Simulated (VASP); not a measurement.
# MgS (F-43m) in VASP: notebook, part 2 of 2

VASP 6.6.1. The steps go on from the part before.

## (3) Single point, PBE0

This run uses another cell than the first one, of 23.20 Å³/atom, 1.020 times its volume.

Input file POSCAR:

```
MgS
1.0
    0.0000000000      2.8518829780      2.8518829780
    2.8518829780      0.0000000000      2.8518829780
    2.8518829780      2.8518829780      0.0000000000
S Mg
1 1
Direct
    0.2500000000      0.2500000000      0.2500000000
    0.0000000000      0.0000000000      0.0000000000
```

Input file INCAR.step1:

```
SYSTEM = MgS
PREC = Accurate
ENCUT = 520
EDIFF = 1E-5
ISMEAR = -1
SIGMA = 0.05
LREAL = .FALSE.
LASPH = .TRUE.
NELM = 100
ALGO = Normal
ISIF = 2
LWAVE = .TRUE.
LCHARG = .FALSE.
GGA = PE
NBANDS = 11
```

Input file INCAR.step2:

```
SYSTEM = MgS
PREC = Accurate
ENCUT = 520
EDIFF = 1E-7
ISMEAR = -1
SIGMA = 0.05
LREAL = .FALSE.
LASPH = .TRUE.
NELM = 100
ALGO = Normal
ISIF = 2
LWAVE = .FALSE.
LCHARG = .FALSE.
GGA = PE
LHFCALC = .TRUE.
AEXX = 0.25
PRECFOCK = Normal
ISTART = 1
NBANDS = 11
```

Input file KPOINTS:

```
Automatic mesh
0
G
  4 4 4
  0 0 0
```

Potentials or basis: VASP PAW PBE potentials, release 64 (S, Mg).

The run is started by

```console
cat potpaw_PBE.64/S/POTCAR potpaw_PBE.64/Mg/POTCAR > POTCAR
cp INCAR.step1 INCAR
mpirun -np 1 vasp_std > vasp.out
cp INCAR.step2 INCAR
mpirun -np 1 vasp_std > vasp.out
```

It took 1.7 min on 1 thread of Intel Xeon Platinum 8488C (Sapphire Rapids), shared host; peak memory 0.17 GiB.

Results (log left out):

- Free energy: -10.4033 eV
- Pressure: -1.5 GPa
- Band gap on the k mesh: 5.13 eV, direct

Levels at points of the mesh, in eV from the valence-band top:
```tsv
k point	band 1	band 2	band 3	band 4	band 5	band 6	band 7	band 8	band 9
(0.00, 0.00, 0.00)	-12.38	0.00	0.00	0.00	5.13	9.90	9.90	9.90	12.93
(0.50, 0.00, 0.00)	-11.66	-3.35	-0.35	-0.35	6.89	9.56	9.56	10.48	14.82
(0.50, 0.50, 0.00)	-11.43	-3.01	-1.11	-1.11	5.60	7.47	13.18	14.34	14.34
```

Caveat: the k points lie up to 0.48 Å⁻¹ apart; the PAW data sets were made with another functional, which shifts forces and pressure a little.

## (4) Single point, PBE0

This run uses another cell than the first one, of 23.65 Å³/atom, 1.040 times its volume.

Input file POSCAR:

```
MgS
1.0
    0.0000000000      2.8704022176      2.8704022176
    2.8704022176      0.0000000000      2.8704022176
    2.8704022176      2.8704022176      0.0000000000
S Mg
1 1
Direct
    0.2500000000      0.2500000000      0.2500000000
    0.0000000000      0.0000000000      0.0000000000
```

Input file INCAR.step1:

```
PREC = Accurate ; ENCUT = 520
EDIFF = 1E-5 ; ISMEAR = -1
SIGMA = 0.05 ; LREAL = False
LASPH = True ; NELM = 60
ALGO = Normal ; ISIF = 2
LWAVE = True ; NBANDS = 11
GGA = PE
```

Input file INCAR.step2:

```
PREC = Accurate ; ENCUT = 520
EDIFF = 1E-7 ; ISMEAR = -1
SIGMA = 0.05 ; LREAL = False
LASPH = True ; NELM = 60
ALGO = Normal ; ISIF = 2
LWAVE = False ; LCHARG = True
GGA = PE ; LHFCALC = True
AEXX = 0.25 ; PRECFOCK = Normal
LELF = True ; LVHAR = True
NBANDS = 11 ; ISTART = 1
```

Input file KPOINTS:

```
regular mesh
0
Gamma
  4 4 4
```

Potentials or basis: VASP PAW PBE potentials, release 64 (S, Mg).

The run is started by

```console
cat potpaw_PBE.64/S/POTCAR potpaw_PBE.64/Mg/POTCAR > POTCAR
cp INCAR.step1 INCAR
mpirun -np 1 vasp_std > vasp.out
cp INCAR.step2 INCAR
mpirun -np 1 vasp_std > vasp.out
```

OUTCAR:

```text
PREC = Accurate
   ENCUT = 520
   EDIFF = 1E-7
   ISMEAR = -1
   LREAL = False
   LASPH = True
   NELM = 60
   ISIF = 2
   GGA = PE
   LHFCALC = True
   AEXX = 0.25
   PRECFOCK = Normal
   ISTART = 1

 ion  position               nearest neighbor table
   1  0.250  0.250  0.250-   2 2.49   2 2.49   2 2.49   2 2.49
   2  0.000  0.000  0.000-   1 2.49   1 2.49   1 2.49   1 2.49

[... 289 lines left out ...]
     10      15.3895      0.00000
     11      15.7182      0.00000

------------------------ aborting loop because EDIFF is reached ----------------------------------------

  FORCE on cell =-STRESS in cart. coord.  units (eV):
  Direction    XX          YY          ZZ          XY          YZ          ZX
  --------------------------------------------------------------------------------------
  -------------------------------------------------------------------------------------
  Total       -0.7291433     -0.7291433     -0.7291433     -0.0000000      0.0000000      0.0000000
  in kB      -24.6981935    -24.6981935    -24.6981935     -0.0000000      0.0000000      0.0000000
  external PRESSURE =     -24.6981935 kB  Pullay stress =       0.0000000 kB

 VOLUME and BASIS-vectors are now :
 -----------------------------------------------------------------------------
  energy-cutoff  :      520.00
  volume of cell :       47.30
      direct lattice vectors                 reciprocal lattice vectors
     0.000000000  2.870402218  2.870402218    -0.174191616  0.174191616  0.174191616
     2.870402218  0.000000000  2.870402218     0.174191616 -0.174191616  0.174191616
     2.870402218  2.870402218  0.000000000     0.174191616  0.174191616 -0.174191616

 POSITION                                       TOTAL-FORCE (eV/Angst)
 -----------------------------------------------------------------------------------
      1.43520      1.43520      1.43520         0.000000      0.000000      0.000000
      0.00000      0.00000      0.00000        -0.000000     -0.000000     -0.000000
 -----------------------------------------------------------------------------------
    total drift:                               -0.000000     -0.000000     -0.000000

  FREE ENERGIE OF THE ION-ELECTRON SYSTEM (eV)
  ---------------------------------------------------
  free  energy   TOTEN  =       -10.3923040853 eV

  energy  without entropy=      -10.3923040852  energy(sigma->0) =      -10.39230409
```

OSZICAR.step1:

```text
N       E                     dE             d eps       ncg     rms          rms(c)
DAV:   1     0.242801202531E+02    0.24280E+02   -0.33428E+03   176   0.574E+02
DAV:   2    -0.702038272922E+01   -0.31301E+02   -0.29990E+02   216   0.946E+01
DAV:   3    -0.897168587010E+01   -0.19513E+01   -0.19478E+01   212   0.271E+01
DAV:   4    -0.898781731462E+01   -0.16131E-01   -0.16130E-01   208   0.304E+00
DAV:   5    -0.898801806372E+01   -0.20075E-03   -0.20075E-03   212   0.333E-01    0.394E+00
DAV:   6    -0.848116088492E+01    0.50686E+00   -0.12808E+00   188   0.417E+00    0.298E+00
DAV:   7    -0.844705734964E+01    0.34104E-01   -0.27307E-01   203   0.212E+00    0.235E+00
DAV:   8    -0.845524047717E+01   -0.81831E-02   -0.25466E-02   188   0.961E-01    0.133E+00
DAV:   9    -0.845425493809E+01    0.98554E-03   -0.25723E-03   203   0.247E-01    0.461E-01
DAV:  10    -0.845448337993E+01   -0.22844E-03   -0.80957E-04   206   0.131E-01    0.106E-01
DAV:  11    -0.845448847527E+01   -0.50953E-05   -0.60674E-05   209   0.318E-02
   1 F= -.84544885E+01 E0= -.84544885E+01  d E =-.570997E-10
```

Run time: 99 s. Hardware: 1 thread of Intel Xeon Platinum 8488C (Sapphire Rapids), shared host; peak memory 0.17 GiB.

What came out:

```yaml
Free_energy: -10.3923 eV
Pressure: -2.5 GPa
Band_gap_on_the_k_mesh: 5.02 eV, direct
```

Caveat: the k points lie up to 0.47 Å⁻¹ apart; the PAW data sets were made with another functional, which shifts forces and pressure a little.

## (5) Summary

```tsv
cell	gap on the mesh (eV)	pressure (GPa)
a = 4.007 Å, angles 60.0°, 2 atoms	5.23	-0.3
a = 4.033 Å, angles 60.0°, 2 atoms	5.13	-1.5
a = 4.059 Å, angles 60.0°, 2 atoms	5.02	-2.5
```

Alike in all rows: task single point; level PBE0; potentials or basis VASP PAW PBE potentials, release 64 (S, Mg); no spin polarisation; k mesh 4 × 4 × 4; cutoff (eV) 520; smearing fermi-dirac 0.05 eV.

Caveats: all runs use coarse meshes; the PAW data sets were made with another functional, which shifts forces and pressure a little.

Absolute energies hang on the potentials; compare differences alone.
